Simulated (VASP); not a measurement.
# SrO (Fm-3m) in VASP: a series of runs

The runs below take SrO through single point, with RPBE, revPBE+D3(BJ).

All numbers are computed with VASP 6.6.1; they aren't measurements. Logs are shortened: lines on timing, memory, paths and dates and some standing lists are left out, and cuts for length are marked.

### Step 1. The cell of the first run

It takes space group Fm-3m (No. 225, cubic). The conventional cell has a = 5.028 Å, b = 5.028 Å, c = 5.028 Å, α = 90.00°, β = 90.00°, γ = 90.00°. Within 3.3 Å of Sr (site symmetry m-3m) lie 6 O at 2.51 Å. Within 3.3 Å of O (site symmetry m-3m) lie 6 Sr at 2.51 Å.

### Step 2. Single point, RPBE

Input file INCAR:

```
SYSTEM = SrO
ALGO = Normal
EDIFF = 1E-6
ENCUT = 520
GGA = RP
ISIF = 2
ISMEAR = -1
LASPH = .TRUE.
LCHARG = .FALSE.
LREAL = .FALSE.
LWAVE = .FALSE.
NBANDS = 15
NELM = 80
PREC = Accurate
SIGMA = 0.05
```

Input file KPOINTS:

```
k-points
0
G
  9 9 9
  0 0 0
```

Input file POSCAR:

```
SrO
1.0
    0.0000000000      2.5139118308      2.5139118308
    2.5139118308      0.0000000000      2.5139118308
    2.5139118308      2.5139118308      0.0000000000
Sr O
1 1
Direct
    0.5000000000      0.5000000000      0.5000000000
    0.0000000000      0.0000000000      0.0000000000
```

Potentials or basis: VASP PAW PBE potentials, release 64 (Sr_sv, O).

Started as:

```bash
$ cat potpaw_PBE.64/Sr_sv/POTCAR potpaw_PBE.64/O/POTCAR > POTCAR
$ mpirun -np 1 vasp_std > vasp.out
```

OUTCAR:

```text
SYSTEM = SrO
   EDIFF = 1E-6
   ENCUT = 520
   GGA = RP
   ISIF = 2
   ISMEAR = -1
   LASPH = .TRUE.
   LREAL = .FALSE.
   NELM = 80
   PREC = Accurate

 ion  position               nearest neighbor table
   1  0.500  0.500  0.500-   2 2.51   2 2.51   2 2.51   2 2.51   2 2.51   2 2.51
   2  0.000  0.000  0.000-   1 2.51   1 2.51   1 2.51   1 2.51   1 2.51   1 2.51

  LATTYP: Found a face centered cubic cell.
 ALAT       =     5.0278236616

  Lattice vectors:

 A1 = (   0.0000000000,   2.5139118308,   2.5139118308)
 A2 = (   2.5139118308,   0.0000000000,   2.5139118308)
 A3 = (   2.5139118308,   2.5139118308,   0.0000000000)

Analysis of symmetry for initial positions (statically):
=====================================================================
 Subroutine PRICEL returns:
 Original cell was already a primitive cell.

 Routine SETGRP: Setting up the symmetry group for a
 face centered cubic supercell.

 Subroutine GETGRP returns: Found 48 space group operations
[... 9 lines left out ...]

 Routine SETGRP: Setting up the symmetry group for a
 face centered cubic supercell.

 Subroutine GETGRP returns: Found 48 space group operations
[... 11 lines left out ...]
                                     Primitive cell

  volume of cell :      31.7746

  direct lattice vectors                    reciprocal lattice vectors
     0.000000000  2.513911831  2.513911831    -0.198893213  0.198893213  0.198893213
     2.513911831  0.000000000  2.513911831     0.198893213 -0.198893213  0.198893213
     2.513911831  2.513911831  0.000000000     0.198893213  0.198893213 -0.198893213

  length of vectors
     3.555208206  3.555208206  3.555208206     0.344493149  0.344493149  0.344493149

  position of ions in fractional coordinates (direct lattice)
     0.500000000  0.500000000  0.500000000
     0.000000000  0.000000000  0.000000000

  ion indices of the primitive-cell ions
   primitive index   ion index
                 1           1
                 2           2

----------------------------------------------------------------------------------------

 KPOINTS: k-points

Automatic generation of k-mesh.
 Grid dimensions read from file:
 generate k-points for:    9    9    9

 Generating k-lattice:

  Cartesian coordinates                     Fractional coordinates (reciprocal lattice)
    -0.022099246  0.022099246  0.022099246     0.111111111  0.000000000  0.000000000
     0.022099246 -0.022099246  0.022099246     0.000000000  0.111111111  0.000000000
     0.022099246  0.022099246 -0.022099246     0.000000000  0.000000000  0.111111111

  Length of vectors
     0.038277017  0.038277017  0.038277017

  Shift w.r.t. Gamma in fractional coordinates (k-lattice)
     0.000000000  0.000000000  0.000000000

 Subroutine IBZKPT returns following result:
 ===========================================

 Found     35 irreducible k-points:

 Following reciprocal coordinates:
            Coordinates               Weight
  0.000000  0.000000  0.000000      1.000000
  0.111111  0.000000  0.000000      8.000000
  0.222222  0.000000  0.000000      8.000000
  0.333333  0.000000  0.000000      8.000000
  0.444444  0.000000  0.000000      8.000000
  0.111111  0.111111  0.000000      6.000000
[... 16 lines left out ...]
 -0.333333  0.333333  0.000000     12.000000
  0.444444  0.444444  0.000000      6.000000
 [... further k-points ...]
   k-points           NKPTS =     35   k-points in BZ     NKDIM =     35   number of bands    NBANDS=     15
   number of dos      NEDOS =    301   number of ions     NIONS =      2
   total plane-waves  NPLWV =  21952
   dimension x,y,z NGX =    28 NGY =   28 NGZ =   28
   dimension x,y,z NGXF=    56 NGYF=   56 NGZF=   56
   ions per type =               1   1
   NGX,Y,Z   is equivalent  to a cutoff of  13.09, 13.09, 13.09 a.u.
   NGXF,Y,Z  is equivalent  to a cutoff of  26.19, 26.19, 26.19 a.u.
 SYSTEM =  SrO
   PREC   = accura    normal or accurate (medium, high low for compatibility)
   ISTART =      0    job   : 0-new  1-cont  2-samecut
   ICHARG =      2    charge: 1-file 2-atom 10-const
   ISPIN  =      1    spin polarized calculation?
   LNONCOLLINEAR =      F non collinear calculations
   LSORBIT =      F    spin-orbit coupling
   LASPH  =      T    aspherical Exc in radial PAW
   ENCUT  =  520.0 eV  38.22 Ry    6.18 a.u.   6.61  6.61  6.61*2*pi/ulx,y,z
   NELM   =     80;   NELMIN=  2; NELMDL= -5     # of ELM steps
   EDIFF  = 0.1E-05   stopping-criterion for ELM
   LREAL  =      F    real-space projection
   EDIFFG = 0.1E-04   stopping-criterion for IOM
   NSW    =      0    number of steps for IOM
   IBRION =     -1    ionic relax: 0-MD 1-quasi-New 2-CG
   NFREE  =      0    steps in history (QN), initial steepest desc. (CG)
   ISIF   =      2    stress and relaxation
   ISYM   =      2    0-nonsym 1-usesym 2-fastsym
   POTIM  = 0.5000    time-step for ionic-motion
   TEBEG  =    0.0;   TEEND  =   0.0 temperature during run
   PSTRESS=    0.0 pullay stress
   NELECT =      16.0000    total number of electrons
   NUPDOWN=      -1.0000    fix difference up-down
   EMIN   =  10.00;   EMAX   =-10.00  energy-range for DOS
   EFERMI =   0.00;   METHOD = LEGACY
   ISMEAR =    -1;   SIGMA  =   0.05  broadening in eV -4-tet -1-fermi 0-gaus
   EFERMI_NEDOS =   21; number of points for ismear=-14 and -15
   IALGO  =     38    algorithm
   IMIX   =      4    mixing-type and parameters
     AMIX     =   0.40;   BMIX     =  1.00
     AMIX_MAG =   1.60;   BMIX_MAG =  1.00
  volume/ion in A,a.u.               =      15.89       107.21
  Fermi-wavevector in a.u.,A,eV,Ry     =   1.302431  2.461238 23.079930  1.696327
  Thomas-Fermi vector in A             =   2.433500
   LORBIT       =      0    0 simple, 1 ext, 2 COOP (PROOUT), +10 PAW based schemes
   GGA     = RP    functional components
   LHFCALC =     F    Hartree Fock is set to
   AEXX    =    0.0000 exact exchange contribution
   IVDW    =     0    specifies the selected vdW correction
   LEPSILON=     F    determine dielectric tensor
   LRPA    =     F    only Hartree local field effects (RPA)
 non-spin polarized calculation
  energy-cutoff  :      520.00
  volume of cell :       31.77
 maximum number of plane-waves:       881
   NGX = 13   NGY = 13   NGZ = 13

 number of electron      15.9999998 magnetization

 Free energy of the ion-electron system (eV)
  ---------------------------------------------------
  ext. energy  EPLUGINS =         0.00000000
  ---------------------------------------------------
  free energy    TOTEN  =       -11.19606448 eV

  energy without entropy =      -11.19606448  energy(sigma->0) =      -11.19606448

 E-fermi :   3.2113     XC(G=0): -10.1064

 val. band max:        2.1699898059   @ k =   0.0000   0.0000   0.0000
 cond. band min:       5.5620567956   @ k =   0.4444   0.4444   0.0000
 fundamental gap:      3.3920669897
 Fermi energy:         3.2112942018

 k-point     1 :       0.0000    0.0000    0.0000
  band No.  band energies     occupation
      1     -30.0872      2.00000
      2     -13.0989      2.00000
      3     -11.6551      2.00000
      4     -11.6551      2.00000
      5     -11.6551      2.00000
      6       2.1700      2.00000
      7       2.1700      2.00000
      8       2.1700      2.00000
      9       6.8365      0.00000
     10       8.5833      0.00000
     11       8.5833      0.00000
     12       8.5833      0.00000
     13      10.8497      0.00000
     14      10.8497      0.00000
     15      15.4362      0.00000

 k-point     2 :       0.1111    0.0000    0.0000
  band No.  band energies     occupation
      1     -30.0663      2.00000
      2     -13.4029      2.00000
      3     -11.6661      2.00000
      4     -11.6661      2.00000
      5     -11.4006      2.00000
      6       1.8005      2.00000
      7       1.9910      2.00000
      8       1.9910      2.00000
      9       7.4074      0.00000
     10       8.4664      0.00000
     11       8.8427      0.00000
     12       8.8427      0.00000
     13      11.2130      0.00000
     14      11.2130      0.00000
     15      16.2772      0.00000

 k-point     3 :       0.2222    0.0000    0.0000
  band No.  band energies     occupation
      1     -30.0127      2.00000
      2     -13.9536      2.00000
      3     -11.6936      2.00000
      4     -11.6936      2.00000
      5     -10.9751      2.00000
      6       1.0505      2.00000
      7       1.5818      2.00000
      8       1.5818      2.00000
      9       8.4007      0.00000
     10       8.7429      0.00000
     11       9.5653      0.00000
     12       9.5653      0.00000
     13      12.1460      0.00000
     14      12.1460      0.00000
     15      18.1721      0.00000

 k-point     4 :       0.3333    0.0000    0.0000
  band No.  band energies     occupation
      1     -29.9506      2.00000
      2     -14.4322      2.00000
      3     -11.7241      2.00000
      4     -11.7241      2.00000
      5     -10.6393      2.00000
      6       0.3630      2.00000
      7       1.1739      2.00000
      8       1.1739      2.00000
      9       8.6739      0.00000
     10      10.2087      0.00000
     11      10.5457      0.00000
     12      10.5457      0.00000
     13      13.3461      0.00000
     14      13.3461      0.00000
     15      18.9421      0.00000
[... 307 lines left out ...]
 k-point    22 :      -0.4444    0.3333    0.0000
  band No.  band energies     occupation
      1     -29.8582      2.00000
      2     -13.8958      2.00000
      3     -12.5267      2.00000
      4     -11.9865      2.00000
      5     -11.3768      2.00000
      6       1.3106      2.00000
      7       1.6446      2.00000
      8       1.6997      2.00000
      9       6.8847      0.00000
     10      10.7056      0.00000
     11      11.5126      0.00000
     12      12.8096      0.00000
     13      13.6186      0.00000
     14      16.1967      0.00000
     15      16.3525      0.00000

 k-point    23 :      -0.3333    0.3333    0.0000
  band No.  band energies     occupation
      1     -29.8629      2.00000
      2     -14.1447      2.00000
      3     -12.4841      2.00000
      4     -11.8964      2.00000
      5     -11.0409      2.00000
      6       0.8110      2.00000
      7       1.2963      2.00000
      8       1.7652      2.00000
      9       8.1294      0.00000
     10       9.7645      0.00000
     11      11.6955      0.00000
     12      12.1289      0.00000
     13      14.0798      0.00000
     14      15.9560      0.00000
     15      18.1724      0.00000

 k-point    24 :       0.4444    0.4444    0.0000
  band No.  band energies     occupation
      1     -29.8587      2.00000
      2     -13.3760      2.00000
      3     -12.4853      2.00000
      4     -12.0837      2.00000
      5     -12.0837      2.00000
      6       1.7431      2.00000
      7       2.1222      2.00000
      8       2.1222      2.00000
      9       5.5621      0.00000
     10      10.4473      0.00000
     11      12.6798      0.00000
     12      13.3201      0.00000
     13      13.5973      0.00000
     14      13.5973      0.00000
     15      17.3341      0.00000

 [... further k-points ...]
[... 5 lines left out ...]
  --------------------------------------------------------------------------------------
  -------------------------------------------------------------------------------------
  Total        2.8689393      2.8689393      2.8689393     -0.0000000      0.0000000     -0.0000000
  in kB      144.6611203    144.6611203    144.6611203     -0.0000000      0.0000000     -0.0000000
  external PRESSURE =     144.6611203 kB  Pullay stress =       0.0000000 kB

 VOLUME and BASIS-vectors are now :
 -----------------------------------------------------------------------------
  energy-cutoff  :      520.00
  volume of cell :       31.77
      direct lattice vectors                 reciprocal lattice vectors
     0.000000000  2.513911831  2.513911831    -0.198893213  0.198893213  0.198893213
     2.513911831  0.000000000  2.513911831     0.198893213 -0.198893213  0.198893213
     2.513911831  2.513911831  0.000000000     0.198893213  0.198893213 -0.198893213

 POSITION                                       TOTAL-FORCE (eV/Angst)
 -----------------------------------------------------------------------------------
      2.51391      2.51391      2.51391        -0.000000      0.000000      0.000000
      0.00000      0.00000      0.00000         0.000000     -0.000000     -0.000000
 -----------------------------------------------------------------------------------
    total drift:                                0.000000      0.000000      0.000000

  FREE ENERGIE OF THE ION-ELECTRON SYSTEM (eV)
  ---------------------------------------------------
  free  energy   TOTEN  =       -11.1960644830 eV

  energy  without entropy=      -11.1960644830  energy(sigma->0) =      -11.19606448
```

Wall time 17 s (1 thread of AMD EPYC 7R43 (Zen 3), shared host); peak memory 0.13 GiB.

Results:

- Free energy: -11.1961 eV
- Pressure: 14.5 GPa
- Band gap on the k mesh: 3.39 eV, indirect (least direct gap 3.44 eV)

Caveat: the PAW data sets were made with another functional, which shifts forces and pressure a little. A k mesh can miss the band edges.

### Step 3. Single point, revPBE+D3(BJ)

Input file INCAR:

```
SYSTEM = SrO
PREC     = Accurate       ! precision mode
ENCUT    = 520            ! plane-wave cutoff, eV
EDIFF    = 1E-6           ! SCF threshold, eV
ISMEAR   = -1             ! smearing method
SIGMA    = 0.05           ! smearing width, eV
LREAL    = .False.        ! projectors in reciprocal space
LASPH    = .True.         ! aspherical terms in the spheres
NELM     = 60             ! most SCF steps
ALGO     = Normal         ! electronic algorithm
ISIF     = 2              ! what is computed and relaxed
LWAVE    = .False.        ! write WAVECAR
LCHARG   = .True.         ! write CHGCAR
GGA      = RE             ! functional
IVDW     = 12             ! dispersion correction
LELF     = .True.         ! ELF
LVHAR    = .True.       
NBANDS   = 15             ! bands
```

Input file KPOINTS:

```
regular mesh
0
Gamma
  9 9 9
  0 0 0
```

POSCAR is that of step 2.

Potentials or basis: VASP PAW PBE potentials, release 64 (Sr_sv, O).

Started as:

```bash
$ cat potpaw_PBE.64/Sr_sv/POTCAR potpaw_PBE.64/O/POTCAR > POTCAR
$ mpirun -np 1 vasp_std > vasp.out
```

It took 19 s on 1 thread of AMD EPYC 7R43 (Zen 3), shared host; peak memory 0.14 GiB.

Results (log left out):

```yaml
Free_energy: -12.2433 eV
Pressure: 8.5 GPa
Band_gap_on_the_k_mesh: 3.36 eV, indirect (least direct gap 3.41 eV)
Dispersion_energy_per_atom: -0.474 eV
```

Levels at points of the mesh, in eV from the valence-band top:
```csv
k point,band 5,band 6,band 7,band 8,band 9,band 10,band 11,band 12
"(0.00, 0.00, 0.00)",-13.80,0.00,0.00,0.00,4.62,6.40,6.40,6.40
```

Caveat: the PAW data sets were made with another functional, which shifts forces and pressure a little. A k mesh can miss the band edges.
